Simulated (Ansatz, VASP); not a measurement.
# SnO2 in VASP and in Ansatz

The input INCAR:

```
ALGO = Normal ; EDIFF = 1E-6
ENCUT = 520 ; ISIF = 2
ISMEAR = 0 ; LASPH = True
LCHARG = False ; LREAL = False
LWAVE = False ; NBANDS = 64
NELM = 100 ; PREC = Accurate
SIGMA = 0.02
```

The input KPOINTS:

```
k-points
0
Gamma
  6 6 6
```

The input POSCAR:

```
SnO2
1.0
   -3.1904240016      3.3392222613      3.3392226090
    3.1904240016     -3.3392222613      3.3392226090
    3.1904240016      3.3392222613     -3.3392226090
Sn O
4 8
Direct
    0.9999415050      0.2499415050      0.7500000000
    0.0000584950      0.7500584950      0.2500000000
    0.5000000000      0.5000000000      0.5000000000
    0.5000000000      0.0000000000      0.0000000000
    0.1939319174      0.1939750957      0.5000431783
    0.6939902419      0.7500585499      0.9439316920
    0.1939319174      0.6938887391      0.9999568217
    0.3061268580      0.7500585499      0.5560683080
    0.6938731420      0.2499414501      0.4439316920
    0.3060097581      0.2499414501      0.0560683080
    0.8060680826      0.3061112609      0.0000431783
    0.8060680826      0.8060249043      0.4999568217
```

Input for Ansatz:

```yaml
crystal:
  lattice:
    - [-3.1904240015, 3.3392222533, 3.3392226049]
    - [3.1904240015, -3.3392222533, 3.3392226049]
    - [3.1904240015, 3.3392222533, -3.3392226049]
  atoms:
    - { symbol: Sn, position: [0.9999415054, 0.2499415054, 0.75] }
    - { symbol: Sn, position: [5.84946e-05, 0.7500584946, 0.25] }
    - { symbol: Sn, position: [0.5, 0.5, 0.5] }
    - { symbol: Sn, position: [0.5, 0.0, 0.0] }
    - { symbol: O, position: [0.1939319179, 0.1939750962, 0.5000431783] }
    - { symbol: O, position: [0.6939902438, 0.7500585507, 0.9439316931] }
    - { symbol: O, position: [0.1939319179, 0.6938887396, 0.9999568217] }
    - { symbol: O, position: [0.3061268577, 0.7500585507, 0.5560683069] }
    - { symbol: O, position: [0.6938731423, 0.2499414493, 0.4439316931] }
    - { symbol: O, position: [0.3060097562, 0.2499414493, 0.0560683069] }
    - { symbol: O, position: [0.8060680821, 0.3061112604, 4.31783e-05] }
    - { symbol: O, position: [0.8060680821, 0.8060249038, 0.4999568217] }
basis:
  ecutwfc: 420
kpoints:
  mp_grid: { grid: [6, 6, 6] }
  band_path: { path: [VBM, CBM], npoints: 2 }
hamiltonian:
  xc: lda
scf:
  occupations: { method: gaussian, width: 0.02 }
output:
  forces: true
  stress: true
  eigenvalues: true
checkpoint:
  read: start.run
  write: ck
  compress: false
  write_wavefunctions: false
  write_every: 100000
```

Alike in both runs: task single point; functional LDA; k mesh 6 × 6 × 6; occupations gaussian, width 0.02 eV; no spin polarisation.

|  | VASP | Ansatz |
| --- | --- | --- |
| version | VASP 6.6.1 | Ansatz 0.2.0 |
| potentials or method | VASP PAW LDA potentials, release 64 (Sn_d, O), cutoff 520 eV | scalar-relativistic, plane waves, PAW |
| valence electrons in the cell | 104 | 104 |

Ansatz gave:

| Quantity | Value |
| --- | --- |
| gap on the k mesh at the Fermi level (eV) | 1.16 |
| least direct gap on the mesh (eV) | 1.16 |
| pressure (GPa) | 0.0 |
| traceless stress, the component that is largest in VASP (GPa) | 0.01 |
| rms of the force components (eV/Å) | 0.000 |

Question: What did VASP give for the same quantities?

Answer: gap on the k mesh at the Fermi level (eV): 1.20; least direct gap on the mesh (eV): 1.20; pressure (GPa): 1.1; traceless stress, the component that is largest in VASP (GPa): 0.30; rms of the force components (eV/Å): 0.010.

LDA's correlation is that of Perdew and Zunger in VASP and of Perdew and Wang (1992) in Ansatz. Atom by atom the forces differ by 0.010 eV/Å (rms over components).
